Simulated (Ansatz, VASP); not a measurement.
## KTaO3 in VASP and in Ansatz

Contents of POSCAR:

```
KTaO3
1.0
    3.9498761250      0.0000000000      0.0000000000
    0.0000000000      3.9498761250      0.0000000000
    0.0000000000      0.0000000000      3.9498761250
K Ta O
1 1 3
Direct
    0.5000000000      0.5000000000      0.5000000000
    0.0000000000      0.0000000000      0.0000000000
    0.5000000000      0.0000000000      0.0000000000
    0.0000000000      0.5000000000      0.0000000000
    0.0000000000      0.0000000000      0.5000000000
```

The input INCAR.step1:

```
  PREC = Accurate
  ENCUT = 520
  ISMEAR = 0
  SIGMA = 0.02
  LREAL = F
  LASPH = T
  NELM = 60
  NBANDS = 27
  GGA = PE
  ALGO = Normal
  EDIFF = 1E-4
  LWAVE = T
  LCHARG = F
```

The input INCAR.step2:

```
  PREC = Accurate
  ENCUT = 520
  EDIFF = 1E-6
  ISMEAR = 0
  SIGMA = 0.02
  LREAL = F
  LASPH = T
  NELM = 60
  ALGO = Normal
  ISIF = 2
  LWAVE = F
  LCHARG = F
  METAGGA = R2SCAN
  LMIXTAU = T
  NBANDS = 27
  ISTART = 1
```

KPOINTS

```
Automatic mesh
0
Gamma
  6 6 6
```

Input for Ansatz:

```yaml
crystal:
  lattice:
    - [3.949876125, 0.0, 0.0]
    - [0.0, 3.949876125, 0.0]
    - [0.0, 0.0, 3.949876125]
  atoms:
    - { symbol: K, position: [0.5, 0.5, 0.5] }
    - { symbol: Ta, position: [0.0, 0.0, 0.0] }
    - { symbol: O, position: [0.5, 0.0, 0.0] }
    - { symbol: O, position: [0.0, 0.5, 0.0] }
    - { symbol: O, position: [0.0, 0.0, 0.5] }
basis:
  ecutwfc: 500
kpoints:
  mp_grid: { grid: [6, 6, 6] }
hamiltonian:
  xc: r2scan
scf:
  occupations: { method: gaussian, width: 0.02 }
output:
  forces: true
  stress: true
  eigenvalues: true
```

Alike in both runs: task single point; functional r2SCAN; k mesh 6 × 6 × 6; occupations gaussian, width 0.02 eV; no spin polarisation.

```csv
,VASP,Ansatz
version,VASP 6.6.1,Ansatz 0.2.0
potentials or method,"VASP PAW PBE potentials, release 64 (K_sv, Ta_pv, O), cutoff 520 eV","scalar-relativistic, plane waves, PAW"
valence electrons in the cell,38,40
```

Ansatz gave:

- gap on the k mesh at the Fermi level (eV): 2.70
- least direct gap on the mesh (eV): 3.33
- pressure (GPa): 6.8

Task: Which values does VASP return?

Result: gap on the k mesh at the Fermi level (eV): 2.67; least direct gap on the mesh (eV): 3.31; pressure (GPa): 7.9.

VASP's potentials were made for PBE, not for r2SCAN. VASP's potentials hold 38 valence electrons a cell and Ansatz's 40, so a difference there can come from the potentials and not from the codes.

Spin-orbit coupling is off throughout.
